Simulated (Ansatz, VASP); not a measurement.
**Two plane-wave programs on Cu**

File INCAR:

```
ALGO = Fast
EDIFF = 1E-6
ENCUT = 520
GGA = PE
ISIF = 2
ISMEAR = 0
LASPH = True
LCHARG = True
LELF = True
LREAL = False
LVHAR = True
LWAVE = False
NBANDS = 18
NELM = 60
PREC = Accurate
SIGMA = 0.15
```

The input KPOINTS:

```
k-points
0
Gamma
  24 24 12
```

POSCAR

```
Cu
1.0
    2.6608015033      0.0000000000      0.0000000000
   -1.3304007516      2.3043216963      0.0000000000
    0.0000000000      0.0000000000      4.2153852750
Cu
2
Direct
    0.3333333333      0.6666666667      0.2500000000
    0.6666666667      0.3333333333      0.7500000000
```

Input for Ansatz:

```yaml
crystal:
  lattice:
    - [2.6608015033, 0.0, 0.0]
    - [-1.3304007516, 2.3043216963, 0.0]
    - [0.0, 0.0, 4.215385275]
  atoms:
    - { symbol: Cu, position: [0.3333333333, 0.6666666667, 0.25] }
    - { symbol: Cu, position: [0.6666666667, 0.3333333333, 0.75] }
basis:
  ecutwfc: 420
kpoints:
  mp_grid: { grid: [24, 24, 12] }
hamiltonian:
  xc: pbe
scf:
  occupations: { method: gaussian, width: 0.15 }
output:
  forces: true
  stress: true
  eigenvalues: true
```

Change from the starting cell: strain +0.050 along x and y, +0.025 along z, atoms carried along.

Alike in both runs: task single point; functional PBE; k mesh 24 × 24 × 12; occupations gaussian, width 0.15 eV; no spin polarisation.

|  | VASP | Ansatz |
| --- | --- | --- |
| version | VASP 6.6.1 | Ansatz 0.2.0 |
| potentials or method | VASP PAW PBE potentials, release 64 (Cu), cutoff 520 eV | scalar-relativistic, plane waves, PAW |
| valence electrons in the cell | 22 | 38 |

```tsv
	VASP	Ansatz	Ansatz less VASP
gap on the k mesh at the Fermi level (eV)	none	none	-
pressure (GPa)	-8.1	-8.7	-0.59
traceless stress, the component that is largest in VASP (GPa)	2.82	2.83	+0.012
```

A gap of «none» marks a metal or a gap that the smearing closes. The functional is the same, so the differences come from potentials, cutoffs and numerics. VASP's potentials hold 22 valence electrons a cell and Ansatz's 38, so a difference there can come from the potentials and not from the codes.
